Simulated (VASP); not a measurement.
# Ru (P6_3/mmc) in VASP: a series of runs, part 2 of 2

VASP 6.6.1. The steps go on from the part before.

**3. Single point, PBEsol (biaxial strain in the a-b plane: +3.0 %, then relaxed in part)**

INCAR reads:

```
SYSTEM = Ru
ALGO     = Fast           ! electronic algorithm
EDIFF    = 1E-6           ! SCF threshold, eV
ENCUT    = 520            ! plane-wave cutoff, eV
GGA      = PS             ! functional
ISIF     = 2              ! what is computed and relaxed
ISMEAR   = 0              ! smearing method
LASPH    = .TRUE.         ! aspherical terms in the spheres
LCHARG   = .TRUE.         ! write CHGCAR
LELF     = .TRUE.         ! ELF
LREAL    = .FALSE.        ! projectors in reciprocal space
LVHAR    = .TRUE.       
LWAVE    = .FALSE.        ! write WAVECAR
NBANDS   = 21             ! bands
NELM     = 80             ! most SCF steps
PREC     = Accurate       ! precision mode
SIGMA    = 0.1            ! smearing width, eV
```

KPOINTS reads:

```
k-points
0
G
  24 24 12
  0 0 0
```

POSCAR reads:

```
Ru
1.0
    2.7701656375      0.0000000000      0.0000000000
   -1.3850828187      2.3990338148      0.0000000000
    0.0000000000      0.0000000000      4.1788976898
Ru
2
Direct
    0.3333333333      0.6666666667      0.2500000000
    0.6666666667      0.3333333333      0.7500000000
```

Potentials or basis: VASP PAW PBE potentials, release 64 (Ru_pv).

Started as:

```bash
$ cat potpaw_PBE.64/Ru_pv/POTCAR > POTCAR
$ mpirun -np 1 vasp_std > vasp.out
```

OUTCAR:

```text
SYSTEM = Ru
   EDIFF = 1E-6
   ENCUT = 520
   GGA = PS
   ISIF = 2
   ISMEAR = 0
   LASPH = .TRUE.
   LREAL = .FALSE.
   NELM = 80
   PREC = Accurate

 ion  position               nearest neighbor table
   1  0.333  0.667  0.250-   2 2.63   2 2.63   2 2.63   2 2.63   2 2.63   2 2.63
   2  0.667  0.333  0.750-   1 2.63   1 2.63   1 2.63   1 2.63   1 2.63   1 2.63

  LATTYP: Found a hexagonal cell.
 ALAT       =     2.7701656375
 C/A-ratio  =     1.5085371189

  Lattice vectors:

 A1 = (   2.7701656375,   0.0000000000,   0.0000000000)
 A2 = (  -1.3850828187,   2.3990338148,   0.0000000000)
 A3 = (   0.0000000000,   0.0000000000,   4.1788976898)

Analysis of symmetry for initial positions (statically):
=====================================================================
 Subroutine PRICEL returns:
 Original cell was already a primitive cell.

 Routine SETGRP: Setting up the symmetry group for a
 hexagonal supercell.

 Subroutine GETGRP returns: Found 24 space group operations
 (whereof 12 operations were pure point group operations)
 out of a pool of 24 trial point group operations.

The static configuration has the point symmetry D_3d.
 The point group associated with its full space group is D_6h.

Analysis of symmetry for dynamics (positions and initial velocities):
=====================================================================
 Subroutine PRICEL returns:
 Original cell was already a primitive cell.

 Routine SETGRP: Setting up the symmetry group for a
 hexagonal supercell.

 Subroutine GETGRP returns: Found 24 space group operations
 (whereof 12 operations were pure point group operations)
 out of a pool of 24 trial point group operations.

The dynamic configuration has the point symmetry D_3d.
 The point group associated with its full space group is D_6h.

 Subroutine INISYM returns: Found 24 space group operations
 (whereof 12 operations are pure point group operations),
 and found     1 'primitive' translations

----------------------------------------------------------------------------------------

                                     Primitive cell

  volume of cell :      27.7718

  direct lattice vectors                    reciprocal lattice vectors
     2.770165637  0.000000000  0.000000000     0.360989244  0.208417237  0.000000000
    -1.385082819  2.399033815  0.000000000     0.000000000  0.416834475  0.000000000
     0.000000000  0.000000000  4.178897690     0.000000000  0.000000000  0.239297555

  length of vectors
     2.770165637  2.770165638  4.178897690     0.416834475  0.416834475  0.239297555

  position of ions in fractional coordinates (direct lattice)
     0.333333333  0.666666667  0.250000000
     0.666666667  0.333333333  0.750000000

  ion indices of the primitive-cell ions
   primitive index   ion index
                 1           1
                 2           2

----------------------------------------------------------------------------------------

 KPOINTS: k-points

Automatic generation of k-mesh.
 Grid dimensions read from file:
 generate k-points for:   24   24   12

 Generating k-lattice:

  Cartesian coordinates                     Fractional coordinates (reciprocal lattice)
     0.015041219  0.008684052  0.000000000     0.041666667  0.000000000  0.000000000
     0.000000000  0.017368103  0.000000000     0.000000000  0.041666667  0.000000000
     0.000000000  0.000000000  0.019941463     0.000000000  0.000000000  0.083333333

  Length of vectors
     0.017368103  0.017368103  0.019941463

  Shift w.r.t. Gamma in fractional coordinates (k-lattice)
     0.000000000  0.000000000  0.000000000

 Subroutine IBZKPT returns following result:
 ===========================================

 Found    427 irreducible k-points:

 Following reciprocal coordinates:
            Coordinates               Weight
  0.000000  0.000000  0.000000      1.000000
  0.041667 -0.000000  0.000000      6.000000
  0.083333 -0.000000  0.000000      6.000000
  0.125000 -0.000000  0.000000      6.000000
  0.166667 -0.000000  0.000000      6.000000
  0.208333 -0.000000  0.000000      6.000000
[... 16 lines left out ...]
  0.416667  0.041667  0.000000     12.000000
  0.458333  0.041667  0.000000     12.000000
 [... further k-points ...]
   k-points           NKPTS =    427   k-points in BZ     NKDIM =    427   number of bands    NBANDS=     21
   number of dos      NEDOS =    301   number of ions     NIONS =      2
   total plane-waves  NPLWV =  18432
   dimension x,y,z NGX =    24 NGY =   24 NGZ =   32
   dimension x,y,z NGXF=    48 NGYF=   48 NGZF=   64
   ions per type =               2
   NGX,Y,Z   is equivalent  to a cutoff of  14.40, 14.40, 12.73 a.u.
   NGXF,Y,Z  is equivalent  to a cutoff of  28.81, 28.81, 25.46 a.u.
 SYSTEM =  Ru
   PREC   = accura    normal or accurate (medium, high low for compatibility)
   ISTART =      0    job   : 0-new  1-cont  2-samecut
   ICHARG =      2    charge: 1-file 2-atom 10-const
   ISPIN  =      1    spin polarized calculation?
   LNONCOLLINEAR =      F non collinear calculations
   LSORBIT =      F    spin-orbit coupling
   LASPH  =      T    aspherical Exc in radial PAW
   ENCUT  =  520.0 eV  38.22 Ry    6.18 a.u.   5.15  5.15  7.77*2*pi/ulx,y,z
   NELM   =     80;   NELMIN=  2; NELMDL= -5     # of ELM steps
   EDIFF  = 0.1E-05   stopping-criterion for ELM
   LREAL  =      F    real-space projection
   EDIFFG = 0.1E-04   stopping-criterion for IOM
   NSW    =      0    number of steps for IOM
   IBRION =     -1    ionic relax: 0-MD 1-quasi-New 2-CG
   NFREE  =      0    steps in history (QN), initial steepest desc. (CG)
   ISIF   =      2    stress and relaxation
   ISYM   =      2    0-nonsym 1-usesym 2-fastsym
   POTIM  = 0.5000    time-step for ionic-motion
   TEBEG  =    0.0;   TEEND  =   0.0 temperature during run
   PSTRESS=    0.0 pullay stress
   NELECT =      28.0000    total number of electrons
   NUPDOWN=      -1.0000    fix difference up-down
   EMIN   =  10.00;   EMAX   =-10.00  energy-range for DOS
   EFERMI =   0.00;   METHOD = LEGACY
   ISMEAR =     0;   SIGMA  =   0.10  broadening in eV -4-tet -1-fermi 0-gaus
   EFERMI_NEDOS =   21; number of points for ismear=-14 and -15
   IALGO  =     68    algorithm
   IMIX   =      4    mixing-type and parameters
     AMIX     =   0.40;   BMIX     =  1.00
     AMIX_MAG =   1.60;   BMIX_MAG =  1.00
  volume/ion in A,a.u.               =      13.89        93.71
  Fermi-wavevector in a.u.,A,eV,Ry     =   1.641571  3.102119 36.664353  2.694754
  Thomas-Fermi vector in A             =   2.732019
   LORBIT       =      0    0 simple, 1 ext, 2 COOP (PROOUT), +10 PAW based schemes
   GGA     = PS    functional components
   LHFCALC =     F    Hartree Fock is set to
   AEXX    =    0.0000 exact exchange contribution
   IVDW    =     0    specifies the selected vdW correction
   LEPSILON=     F    determine dielectric tensor
   LRPA    =     F    only Hartree local field effects (RPA)
 non-spin polarized calculation
 RMM-DIIS sequential band-by-band and
 Gauss-broadening in eV      SIGMA  =   0.10
  energy-cutoff  :      520.00
  volume of cell :       27.77
 maximum number of plane-waves:       760
 NGX is ok and might be reduce to    24
   NGX = 11   NGY = 11   NGZ = 15

 number of electron      27.9999995 magnetization

 Free energy of the ion-electron system (eV)
  ---------------------------------------------------
  ext. energy  EPLUGINS =         0.00000000
  ---------------------------------------------------
  free energy    TOTEN  =       -20.25370948 eV

  energy without entropy =      -20.24573057  energy(sigma->0) =      -20.24972002

 E-fermi :  12.3137     XC(G=0): -14.1375

 val. band max:       12.3122648528   @ k =   0.2917   0.1667   0.2500
 cond. band min:      12.3139526400   @ k =   0.1250   0.0417   0.3333
 fundamental gap:      0.0016877872
 Fermi energy:        12.3137008315

 k-point     1 :       0.0000    0.0000    0.0000
  band No.  band energies     occupation
      1     -31.2932      2.00000
      2     -30.4155      2.00000
      3     -30.4155      2.00000
      4     -30.2119      2.00000
      5     -30.2119      2.00000
      6     -30.1182      2.00000
[... 13 lines left out ...]
     20      22.5986      0.00000
     21      22.9842      0.00000
[... 529 lines left out ...]
 k-point    24 :       0.4583    0.0417    0.0000
  band No.  band energies     occupation
      1     -31.0042      2.00000
      2     -30.8271      2.00000
      3     -30.7922      2.00000
      4     -30.6223      2.00000
      5     -30.4437      2.00000
      6     -30.2974      2.00000
[... 13 lines left out ...]
     20      24.3789      0.00000
     21      24.5064      0.00000

 [... further k-points ...]

------------------------ aborting loop because EDIFF is reached ----------------------------------------

  FORCE on cell =-STRESS in cart. coord.  units (eV):
  Direction    XX          YY          ZZ          XY          YZ          ZX
  --------------------------------------------------------------------------------------
  -------------------------------------------------------------------------------------
  Total       -3.0819642     -3.0819642     -0.0168592     -0.0000000      0.0000000     -0.0000000
  in kB     -177.8010542   -177.8010542     -0.9726210     -0.0000000      0.0000000     -0.0000000
  external PRESSURE =    -118.8582431 kB  Pullay stress =       0.0000000 kB

 VOLUME and BASIS-vectors are now :
 -----------------------------------------------------------------------------
  energy-cutoff  :      520.00
  volume of cell :       27.77
      direct lattice vectors                 reciprocal lattice vectors
     2.770165637  0.000000000  0.000000000     0.360989244  0.208417237  0.000000000
    -1.385082819  2.399033815  0.000000000     0.000000000  0.416834475  0.000000000
     0.000000000  0.000000000  4.178897690     0.000000000  0.000000000  0.239297555

 POSITION                                       TOTAL-FORCE (eV/Angst)
 -----------------------------------------------------------------------------------
     -0.00000      1.59936      1.04472        -0.000000     -0.000000      0.000000
      1.38508      0.79968      3.13417         0.000000      0.000000      0.000000
 -----------------------------------------------------------------------------------
    total drift:                               -0.000000      0.000000     -0.000000

  FREE ENERGIE OF THE ION-ELECTRON SYSTEM (eV)
  ---------------------------------------------------
  free  energy   TOTEN  =       -20.2537094799 eV

  energy  without entropy=      -20.2457305698  energy(sigma->0) =      -20.24972002
```

Run time: 5.5 min. Hardware: 1 thread of Intel Xeon 8259CL, shared host; peak memory 0.3 GiB.

What came out:

```yaml
Free_energy: -20.2537 eV
Pressure: -11.9 GPa
Band_gap_on_the_k_mesh: zero (bands 14 and 15 overlap by 3.09 eV)
```

Stress tensor (GPa, compression positive):
```
-17.78   0.00   0.00
  0.00 -17.78   0.00
  0.00   0.00  -0.10
```

Caveat: the cell differs from its parent crystal (biaxial strain in the a-b plane: +3.0 %, then relaxed in part); the stress differs along the axes, from -18 to -0 GPa; the PAW data sets were made with another functional, which shifts forces and pressure a little.
